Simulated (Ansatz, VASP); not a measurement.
## ReHg: VASP beside Ansatz

Contents of INCAR:

```
SYSTEM = ReHg
  PREC = Accurate
  ENCUT = 600
  EDIFF = 1E-6
  ISMEAR = 0
  SIGMA = 0.1
  LREAL = .False.
  LASPH = .True.
  NELM = 80
  ALGO = Fast
  ISIF = 3
  LWAVE = .False.
  LCHARG = .False.
  GGA = PE
  IBRION = 2
  NSW = 100
  EDIFFG = -0.01
```

The input KPOINTS:

```
regular mesh
0
Gamma
  18 18 18
  0 0 0
```

Contents of POSCAR:

```
ReHg
1.0
    3.2535866180      0.0000000000      0.0000000000
    0.0000000000      3.2535866180      0.0000000000
    0.0000000000      0.0000000000      3.2535866180
Re Hg
1 1
Direct
    0.5000000000      0.5000000000      0.5000000000
    0.0000000000      0.0000000000      0.0000000000
```

Input for Ansatz:

```yaml
crystal:
  lattice:
    - [3.253586618, 0.0, 0.0]
    - [0.0, 3.253586618, 0.0]
    - [0.0, 0.0, 3.253586618]
  atoms:
    - { symbol: Re, position: [0.5, 0.5, 0.5] }
    - { symbol: Hg, position: [0.0, 0.0, 0.0] }
basis:
  ecutwfc: 420
kpoints:
  mp_grid: { grid: [18, 18, 18] }
hamiltonian:
  xc: pbe
scf:
  occupations: { method: gaussian, width: 0.1 }
output:
  forces: true
  stress: true
  eigenvalues: true
  write_density: true
  write_potential: true
  elf: true
  volumetric_format: npy
relax:
  adjacent_minimum: "off"
  f_tol: 0.01
  max_steps: 80
  cell: { stress_tol: 0.05 }
```

Alike in both runs: task relaxation of cell and atoms; functional PBE; k mesh 18 × 18 × 18; occupations gaussian, width 0.1 eV; no spin polarisation.

|  | VASP | Ansatz |
| --- | --- | --- |
| version | VASP 6.6.1 | Ansatz 0.2.0 |
| potentials or method | VASP PAW PBE potentials, release 64 (Re, Hg), cutoff 600 eV | scalar-relativistic, plane waves, PAW |
| valence electrons in the cell | 19 | 35 |

Ansatz gave:

* gap on the k mesh at the Fermi level, each at its own relaxed structure (eV): none
* relaxed volume (Å³/atom): 17.16
* relaxed length of the cell vector where the two differ most in proportion (Å): 3.250

Q: Which values does VASP return?

A: gap on the k mesh at the Fermi level, each at its own relaxed structure (eV): none; relaxed volume (Å³/atom): 17.28; relaxed length of the cell vector where the two differ most in proportion (Å): 3.257.

A gap of «none» marks a metal or a gap that the smearing closes. VASP's potentials hold 19 valence electrons a cell and Ansatz's 35, so a difference there can come from the potentials and not from the codes.

Spin-orbit coupling is off throughout.
